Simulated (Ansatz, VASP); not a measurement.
**Two plane-wave programs on GaP**

```
Ga P
1.0
     0.00000    2.75330    2.75330
     2.75330    0.00000    2.75330
     2.75330    2.75330    0.00000
Ga P
1 1
Direct
  0.00000 0.00000 0.00000
  0.25000 0.25000 0.25000
```

Alike in both runs: functional PBE; k mesh 10 × 10 × 10; occupations gaussian, width 0.02 eV; no spin polarisation.

Ansatz relaxed the structure, and its values are those at the end. VASP's run is a single point on that final structure, the one shown.

|  | VASP | Ansatz |
| --- | --- | --- |
| version | VASP 6.6.1 | Ansatz 0.2.0 |
| potentials or method | VASP PAW PBE potentials, release 64 (Ga_d, P), cutoff 500 eV | scalar-relativistic, plane waves, PAW |
| valence electrons in the cell | 18 | 18 |

|  | VASP | Ansatz | Ansatz less VASP |
| --- | --- | --- | --- |
| gap on the k mesh at the Fermi level (eV) | 1.57 | 1.58 | +0.004 |
| least direct gap on the mesh (eV) | 1.57 | 1.58 | +0.004 |
| pressure (GPa) | -0.1 | 0.0 | +0.10 |
